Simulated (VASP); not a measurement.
# ZrB in VASP: a series of runs

The runs below take ZrB through single point, with PBE.

All numbers are computed with VASP 6.6.1; they aren't measurements. Logs are shortened: lines on timing, memory, paths and dates and some standing lists are left out, and cuts for length are marked.

### Step 1. The cell of the first run

The cell holds a wire with vacuum, 2 atoms: a = 10.000 Å, b = 9.300 Å, c = 2.894 Å, α = 90.00°, β = 90.00°, γ = 90.00°.

### Step 2. Single point, PBE, collinear spin, ferromagnetic start

INCAR

```
PREC     = Accurate       # precision mode
ENCUT    = 520            # plane-wave cutoff, eV
EDIFF    = 1E-6           # SCF threshold, eV
ISMEAR   = 0              # smearing method
SIGMA    = 0.05           # smearing width, eV
LREAL    = False          # projectors in reciprocal space
LASPH    = True           # aspherical terms in the spheres
NELM     = 150            # most SCF steps
ALGO     = Normal         # electronic algorithm
ISIF     = 2              # what is computed and relaxed
LWAVE    = False          # write WAVECAR
LCHARG   = False          # write CHGCAR
ISPIN    = 2              # spin polarisation
MAGMOM   = 1.5 0.5        # initial moments
LORBIT   = 11             # projections on sites
LMAXMIX  = 4              # l up to which the mixer works
GGA      = PE             # functional
NBANDS   = 18             # bands
```

KPOINTS

```
regular mesh
0
Gamma
  1 1 16
```

POSCAR

```
ZrB
1.0
   10.0000000000      0.0000000000      0.0000000000
    0.0000000000      9.3000000000      0.0000000000
    0.0000000000      0.0000000000      2.8940884451
Zr B
1 1
Direct
    0.4204882180      0.5000000000      0.0000000000
    0.5795117820      0.5000000000      0.5000000000
```

Potentials or basis: VASP PAW PBE potentials, release 64 (Zr_sv, B).

Run with:

```bash
cat potpaw_PBE.64/Zr_sv/POTCAR potpaw_PBE.64/B/POTCAR > POTCAR
mpirun -np 1 vasp_std > vasp.out
```

OUTCAR:

```text
PREC = Accurate
   ENCUT = 520
   EDIFF = 1E-6
   ISMEAR = 0
   LREAL = False
   LASPH = True
   NELM = 150
   ISIF = 2
   ISPIN = 2
   LORBIT = 11
   GGA = PE

 ion  position               nearest neighbor table
   1  0.420  0.500  0.000-   2 2.15   2 2.15
   2  0.580  0.500  0.500-   1 2.15   1 2.15

  LATTYP: Found a simple orthorhombic cell.
 ALAT       =     2.8940884451
 B/A-ratio  =     3.2134470582
 C/A-ratio  =     3.4553194174

  Lattice vectors:

 A1 = (   0.0000000000,   0.0000000000,  -2.8940884451)
 A2 = (   0.0000000000,   9.3000000000,   0.0000000000)
 A3 = (  10.0000000000,   0.0000000000,   0.0000000000)

Analysis of symmetry for initial positions (statically):
=====================================================================
 Subroutine PRICEL returns:
 Original cell was already a primitive cell.

 Routine SETGRP: Setting up the symmetry group for a
 simple orthorhombic supercell.

 Subroutine GETGRP returns: Found  4 space group operations
 (whereof  4 operations were pure point group operations)
 out of a pool of  8 trial point group operations.

The static configuration has the point symmetry C_2v.

Analysis of symmetry for dynamics (positions and initial velocities):
=====================================================================
 Subroutine PRICEL returns:
 Original cell was already a primitive cell.

 Routine SETGRP: Setting up the symmetry group for a
 simple orthorhombic supercell.

 Subroutine GETGRP returns: Found  4 space group operations
 (whereof  4 operations were pure point group operations)
 out of a pool of  8 trial point group operations.

The dynamic configuration has the point symmetry C_2v.

Analysis of structural, dynamic, and magnetic symmetry:
=====================================================================
 Subroutine PRICEL returns:
 Original cell was already a primitive cell.

 Routine SETGRP: Setting up the symmetry group for a
 simple orthorhombic supercell.

 Subroutine GETGRP returns: Found  4 space group operations
 (whereof  4 operations were pure point group operations)
 out of a pool of  8 trial point group operations.

The overall configuration has the point symmetry C_2v.

 Subroutine INISYM returns: Found  4 space group operations
 (whereof  4 operations are pure point group operations),
 and found     1 'primitive' translations

----------------------------------------------------------------------------------------

                                     Primitive cell

  volume of cell :     269.1502

  direct lattice vectors                    reciprocal lattice vectors
    10.000000000  0.000000000  0.000000000     0.100000000  0.000000000  0.000000000
     0.000000000  9.300000000  0.000000000     0.000000000  0.107526882  0.000000000
     0.000000000  0.000000000  2.894088445     0.000000000  0.000000000  0.345531942

  length of vectors
    10.000000000  9.300000000  2.894088445     0.100000000  0.107526882  0.345531942

  position of ions in fractional coordinates (direct lattice)
     0.420488218  0.500000000  0.000000000
     0.579511782  0.500000000  0.500000000

  ion indices of the primitive-cell ions
   primitive index   ion index
                 1           1
                 2           2

----------------------------------------------------------------------------------------

 KPOINTS: regular mesh

Automatic generation of k-mesh.
 Grid dimensions read from file:
 generate k-points for:    1    1   16

 Generating k-lattice:

  Cartesian coordinates                     Fractional coordinates (reciprocal lattice)
     0.100000000  0.000000000  0.000000000     1.000000000  0.000000000  0.000000000
     0.000000000  0.107526882  0.000000000     0.000000000  1.000000000  0.000000000
     0.000000000  0.000000000  0.021595746     0.000000000  0.000000000  0.062500000

  Length of vectors
     0.100000000  0.107526882  0.021595746

  Shift w.r.t. Gamma in fractional coordinates (k-lattice)
     0.000000000  0.000000000  0.000000000

 Subroutine IBZKPT returns following result:
 ===========================================

 Found      9 irreducible k-points:

 Following reciprocal coordinates:
            Coordinates               Weight
  0.000000  0.000000  0.000000      1.000000
  0.000000  0.000000  0.062500      2.000000
  0.000000  0.000000  0.125000      2.000000
  0.000000  0.000000  0.187500      2.000000
  0.000000  0.000000  0.250000      2.000000
  0.000000  0.000000  0.312500      2.000000
  0.000000  0.000000  0.375000      2.000000
  0.000000  0.000000  0.437500      2.000000
  0.000000  0.000000  0.500000      1.000000
   k-points           NKPTS =      9   k-points in BZ     NKDIM =      9   number of bands    NBANDS=     18
   number of dos      NEDOS =    301   number of ions     NIONS =      2
   total plane-waves  NPLWV = 134400
   dimension x,y,z NGX =    80 NGY =   70 NGZ =   24
   dimension x,y,z NGXF=   160 NGYF=  140 NGZF=   48
   ions per type =               1   1
   NGX,Y,Z   is equivalent  to a cutoff of  13.30, 12.51, 13.79 a.u.
   NGXF,Y,Z  is equivalent  to a cutoff of  26.60, 25.03, 27.57 a.u.
 SYSTEM =  unknown system
   PREC   = accura    normal or accurate (medium, high low for compatibility)
   ISTART =      0    job   : 0-new  1-cont  2-samecut
   ICHARG =      2    charge: 1-file 2-atom 10-const
   ISPIN  =      2    spin polarized calculation?
   LNONCOLLINEAR =      F non collinear calculations
   LSORBIT =      F    spin-orbit coupling
   LASPH  =      T    aspherical Exc in radial PAW
   ENCUT  =  520.0 eV  38.22 Ry    6.18 a.u.  18.59 17.29  5.38*2*pi/ulx,y,z
   NELM   =    150;   NELMIN=  2; NELMDL= -5     # of ELM steps
   EDIFF  = 0.1E-05   stopping-criterion for ELM
   LREAL  =      F    real-space projection
   EDIFFG = 0.1E-04   stopping-criterion for IOM
   NSW    =      0    number of steps for IOM
   IBRION =     -1    ionic relax: 0-MD 1-quasi-New 2-CG
   NFREE  =      0    steps in history (QN), initial steepest desc. (CG)
   ISIF   =      2    stress and relaxation
   ISYM   =      2    0-nonsym 1-usesym 2-fastsym
   POTIM  = 0.5000    time-step for ionic-motion
   TEBEG  =    0.0;   TEEND  =   0.0 temperature during run
   PSTRESS=    0.0 pullay stress
   NELECT =      15.0000    total number of electrons
   NUPDOWN=      -1.0000    fix difference up-down
   EMIN   =  10.00;   EMAX   =-10.00  energy-range for DOS
   EFERMI =   0.00;   METHOD = LEGACY
   ISMEAR =     0;   SIGMA  =   0.05  broadening in eV -4-tet -1-fermi 0-gaus
   EFERMI_NEDOS =   21; number of points for ismear=-14 and -15
   IALGO  =     38    algorithm
   IMIX   =      4    mixing-type and parameters
     AMIX     =   0.40;   BMIX     =  1.00
     AMIX_MAG =   1.60;   BMIX_MAG =  1.00
  volume/ion in A,a.u.               =     134.58       908.16
  Fermi-wavevector in a.u.,A,eV,Ry     =   0.625327  1.181696  5.320334  0.391034
  Thomas-Fermi vector in A             =   1.686193
   LORBIT       =     11    0 simple, 1 ext, 2 COOP (PROOUT), +10 PAW based schemes
   GGA     = PE    functional components
   LHFCALC =     F    Hartree Fock is set to
   AEXX    =    0.0000 exact exchange contribution
   IVDW    =     0    specifies the selected vdW correction
   LEPSILON=     F    determine dielectric tensor
   LRPA    =     F    only Hartree local field effects (RPA)
 spin polarized calculation
 Gauss-broadening in eV      SIGMA  =   0.05
  energy-cutoff  :      520.00
  volume of cell :      269.15
 maximum number of plane-waves:      7297
 NGX is ok and might be reduce to    80
   NGX = 37   NGY = 35   NGZ = 11

 number of electron      15.0000000 magnetization       0.1249572

 Free energy of the ion-electron system (eV)
  ---------------------------------------------------
  ext. energy  EPLUGINS =         0.00000000
  ---------------------------------------------------
  free energy    TOTEN  =       -10.07202801 eV

  energy without entropy =      -10.06969366  energy(sigma->0) =      -10.07086083

 E-fermi :  -2.7101     XC(G=0):  -2.8707

 val. band max:       -2.8358710352   @ k =   0.0000   0.0000   0.2500
 cond. band min:      -2.7009735194   @ k =   0.0000   0.0000   0.0625
 fundamental gap:      0.1348975158
 Fermi energy:        -2.7100829543

 spin component 1

 k-point     1 :       0.0000    0.0000    0.0000
  band No.  band energies     occupation
      1     -51.6677      1.00000
      2     -29.9191      1.00000
      3     -29.8397      1.00000
      4     -28.9276      1.00000
      5      -8.6272      1.00000
      6      -5.0141      1.00000
[... 10 lines left out ...]
     17       2.2858      0.00000
     18       2.6631      0.00000
[... 148 lines left out ...]
 k-point     9 :       0.0000    0.0000    0.5000
  band No.  band energies     occupation
      1     -51.5176      1.00000
      2     -30.1948      1.00000
      3     -29.7730      1.00000
      4     -29.6598      1.00000
      5      -7.5159      1.00000
      6      -4.2523      1.00000
[... 10 lines left out ...]
     17       5.1346      0.00000
     18       5.3461      0.00000
 Fermi energy:        -2.7100829543

 spin component 2

 k-point     1 :       0.0000    0.0000    0.0000
  band No.  band energies     occupation
      1     -51.6445      1.00000
      2     -29.8725      1.00000
      3     -29.8266      1.00000
      4     -28.9007      1.00000
      5      -8.6319      1.00000
      6      -5.0016      1.00000
[... 10 lines left out ...]
     17       2.3428      0.00000
     18       2.7353      0.00000
[... 148 lines left out ...]
 k-point     9 :       0.0000    0.0000    0.5000
  band No.  band energies     occupation
      1     -51.4944      1.00000
      2     -30.1690      1.00000
      3     -29.7263      1.00000
      4     -29.6465      1.00000
      5      -7.5210      1.00000
      6      -4.2576      1.00000
[... 10 lines left out ...]
     17       5.2234      0.00000
     18       5.4689      0.00000

------------------------ aborting loop because EDIFF is reached ----------------------------------------

  FORCE on cell =-STRESS in cart. coord.  units (eV):
  Direction    XX          YY          ZZ          XY          YZ          ZX
  --------------------------------------------------------------------------------------
  -------------------------------------------------------------------------------------
  Total       -0.0034374     -0.0306201     -0.0126812      0.0000000      0.0000000      0.0000000
  in kB       -0.0204617     -0.1822730     -0.0754880      0.0000000      0.0000000      0.0000000
  external PRESSURE =      -0.0927409 kB  Pullay stress =       0.0000000 kB

 VOLUME and BASIS-vectors are now :
 -----------------------------------------------------------------------------
  energy-cutoff  :      520.00
  volume of cell :      269.15
      direct lattice vectors                 reciprocal lattice vectors
    10.000000000  0.000000000  0.000000000     0.100000000  0.000000000  0.000000000
     0.000000000  9.300000000  0.000000000     0.000000000  0.107526882  0.000000000
     0.000000000  0.000000000  2.894088445     0.000000000  0.000000000  0.345531942

 POSITION                                       TOTAL-FORCE (eV/Angst)
 -----------------------------------------------------------------------------------
      4.20488      4.65000      0.00000        -0.019150      0.000000      0.000000
      5.79512      4.65000      1.44704         0.019150      0.000000      0.000000
 -----------------------------------------------------------------------------------
    total drift:                                0.000231      0.000000     -0.000000

  FREE ENERGIE OF THE ION-ELECTRON SYSTEM (eV)
  ---------------------------------------------------
  free  energy   TOTEN  =       -10.0720280065 eV

  energy  without entropy=      -10.0696936613  energy(sigma->0) =      -10.07086083

 total charge

# of ion       s       p       d       tot
------------------------------------------
    1        2.245   5.930   1.844  10.019
    2        0.814   0.822   0.000   1.636
--------------------------------------------------
tot          3.059   6.752   1.844  11.655

 magnetization (x)

# of ion       s       p       d       tot
------------------------------------------
    1        0.007   0.002   0.027   0.036
    2        0.001  -0.008   0.000  -0.007
--------------------------------------------------
tot          0.008  -0.006   0.027   0.029
```

Wall time 2.3 min (1 thread of Intel Xeon 6975P-C, shared host); peak memory 0.47 GiB.

What came out:

```yaml
Free_energy: -10.0720 eV
Largest_force: 0.019 eV/Å
Net_moment: 0.12 μB per cell
Site_moments: Zr +0.04; B -0.01 μB
Valence_electrons_inside_the_program's_atomic_spheres: Zr 10.02; B 1.64
```

Forces on the atoms (eV/Å):
```
Zr  -0.019  0.000  0.000
B    0.019  0.000  0.000
```

### Step 3. Single point, PBE, collinear spin, ferromagnetic start

This run uses another cell than the first one, of 184.71 Å³/atom, 1.373 times its volume.

INCAR

```
SYSTEM = ZrB
ALGO = Normal ; EDIFF = 1E-7
ENCUT = 520 ; GGA = PE
ISIF = 2 ; ISMEAR = 0
ISPIN = 2 ; LASPH = .TRUE.
LCHARG = .TRUE. ; LELF = .TRUE.
LMAXMIX = 4 ; LORBIT = 11
LREAL = .FALSE. ; LVHAR = .TRUE.
LWAVE = .FALSE. ; MAGMOM = 1.5 0.5
NBANDS = 18 ; NELM = 150
PREC = Accurate ; SIGMA = 0.05
```

KPOINTS

```
k-points
0
G
  1 1 15
  0 0 0
```

POSCAR

```
ZrB
1.0
    9.0000000000      0.0000000000      0.0000000000
    0.0000000000      9.3000000000      0.0000000000
    0.0000000000      0.0000000000      4.4136909535
Zr B
1 1
Direct
    0.5000000000      0.5000000000      0.0000000000
    0.5000000000      0.5000000000      0.4650000000
```

Potentials or basis: VASP PAW PBE potentials, release 64 (Zr_sv, B).

Run with:

```bash
cat potpaw_PBE.64/Zr_sv/POTCAR potpaw_PBE.64/B/POTCAR > POTCAR
mpirun -np 1 vasp_std > vasp.out
```

OUTCAR:

```text
SYSTEM = ZrB
   EDIFF = 1E-7
   ENCUT = 520
   GGA = PE
   ISIF = 2
   ISMEAR = 0
   ISPIN = 2
   LASPH = .TRUE.
   LORBIT = 11
   LREAL = .FALSE.
   NELM = 150
   PREC = Accurate

 ion  position               nearest neighbor table
   1  0.500  0.500  0.000-   2 2.05   2 2.36
   2  0.500  0.500  0.465-   1 2.05   1 2.36

  LATTYP: Found a simple orthorhombic cell.
 ALAT       =     4.4136909535
 B/A-ratio  =     2.0391096918
 C/A-ratio  =     2.1070800149

  Lattice vectors:

[... 531 lines left out ...]
  in kB       -0.0800883     -0.0729999    -16.9429896      0.0000000      0.0000000      0.0000000
  external PRESSURE =      -5.6986926 kB  Pullay stress =       0.0000000 kB

 VOLUME and BASIS-vectors are now :
 -----------------------------------------------------------------------------
  energy-cutoff  :      520.00
  volume of cell :      369.43
      direct lattice vectors                 reciprocal lattice vectors
     9.000000000  0.000000000  0.000000000     0.111111111  0.000000000  0.000000000
     0.000000000  9.300000000  0.000000000     0.000000000  0.107526882  0.000000000
     0.000000000  0.000000000  4.413690953     0.000000000  0.000000000  0.226567744

 POSITION                                       TOTAL-FORCE (eV/Angst)
 -----------------------------------------------------------------------------------
      4.50000      4.65000      0.00000         0.000000      0.000000     -1.306807
      4.50000      4.65000      2.05237         0.000000      0.000000      1.306807
 -----------------------------------------------------------------------------------
    total drift:                                0.000000      0.000000      0.000014

  FREE ENERGIE OF THE ION-ELECTRON SYSTEM (eV)
  ---------------------------------------------------
  free  energy   TOTEN  =        -8.4378439326 eV

  energy  without entropy=       -8.4374480986  energy(sigma->0) =       -8.43764602

 total charge

# of ion       s       p       d       tot
------------------------------------------
    1        2.156   5.919   1.804   9.879
    2        0.804   0.889   0.000   1.693
--------------------------------------------------
tot          2.959   6.808   1.804  11.571

 magnetization (x)

# of ion       s       p       d       tot
------------------------------------------
    1        0.027   0.005   0.228   0.261
    2        0.002   0.048   0.000   0.050
--------------------------------------------------
tot          0.029   0.053   0.228   0.310
```

OSZICAR:

```text
N       E                     dE             d eps       ncg     rms          rms(c)
DAV:   1     0.711281715575E+02    0.71128E+02   -0.58046E+03   760   0.532E+02
DAV:   2    -0.445528390861E+01   -0.75583E+02   -0.69509E+02   924   0.131E+02
[... 19 lines left out ...]
DAV:  22    -0.843784559215E+01   -0.25483E-05   -0.72100E-06   592   0.120E-02    0.820E-04
DAV:  23    -0.843784330869E+01    0.22835E-05   -0.50331E-06   584   0.815E-03    0.400E-04
DAV:  24    -0.843784411152E+01   -0.80283E-06   -0.41080E-06   582   0.615E-03    0.231E-04
DAV:  25    -0.843784375894E+01    0.35258E-06   -0.16507E-06   592   0.435E-03    0.147E-04
DAV:  26    -0.843784394702E+01   -0.18807E-06   -0.93106E-07   550   0.358E-03    0.131E-04
DAV:  27    -0.843784393258E+01    0.14439E-07   -0.97341E-07   544   0.362E-03
   1 F= -.84378439E+01 E0= -.84376460E+01  d E =-.395834E-03  mag=     0.7333
```

stdout:

```text
POSCAR found type information on POSCAR ZrB
 POSCAR found :  2 types and       2 ions
 scaLAPACK will be used
 LDA part: xc-table for (Slater+PW92), standard interpolation
 POSCAR, INCAR and KPOINTS ok, starting setup
 FFT: planning ... GRIDC
 FFT: planning ... GRID_SOFT
 FFT: planning ... GRID
 WAVECAR not read
 entering main loop
```

Wall time 4.2 min (1 thread of Intel Xeon 6975P-C, shared host); peak memory 0.57 GiB.

Results:

| Property | Result |
| --- | --- |
| Free energy | -8.4378 eV |
| Largest force | 1.307 eV/Å |
| Net moment | 0.73 μB per cell |
| Site moments | Zr +0.26; B +0.05 μB |
| Valence electrons inside the program's atomic spheres | Zr 9.88; B 1.69 |

Forces in eV/Å, atoms in the order of the input:
```
Zr   0.000  0.000 -1.307
B    0.000  0.000  1.307
```

(Part 1 of 2 ends here.)
